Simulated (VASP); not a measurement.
Write the native input for VASP 6.6.1 that does the following.

* Task: single point
* Functional: PBE
* Potentials or basis: VASP PAW PBE potentials, release 64 (Zn, S)
* Cutoff: 520 eV
* k mesh: 8 × 8 × 8
* Occupations: gaussian, width 0.01 eV
* Spin: no spin polarisation
* Dipole correction: no
* Further INCAR settings: ALGO = Normal; EDIFF = 1e-06; NBANDS = 16

The structure of ZnS lies in POSCAR:

```
ZnS
1.0
    0.0000000000      2.6940858328      2.6940858328
    2.6940858328      0.0000000000      2.6940858328
    2.6940858328      2.6940858328      0.0000000000
Zn S
1 1
Direct
    0.0000000000      0.0000000000      0.0000000000
    0.2500000000      0.2500000000      0.2500000000
```

The input as run:

INCAR

```
PREC = Accurate
ENCUT = 520
EDIFF = 1E-6
ISMEAR = 0
SIGMA = 0.01
LREAL = F
LASPH = T
NELM = 60
ALGO = Normal
ISIF = 2
LWAVE = F
LCHARG = T
GGA = PE
LELF = T
LVHAR = T
NBANDS = 16
```

KPOINTS

```
Automatic mesh
0
Gamma
  8 8 8
```

Potentials or basis: VASP PAW PBE potentials, release 64 (Zn, S).

Command:

```console
$ cat potpaw_PBE.64/Zn/POTCAR potpaw_PBE.64/S/POTCAR > POTCAR
$ mpirun -np 1 vasp_std > vasp.out
```

Results of the run:

| Property | Result |
| --- | --- |
| Pressure | 2.5 GPa |
| Band gap on the k mesh | 2.15 eV, direct |

Run time: 11 s on 1 thread of Intel(R) Xeon(R) 6975P-C (Granite Rapids) (shared host), peak memory 0.15 GiB.
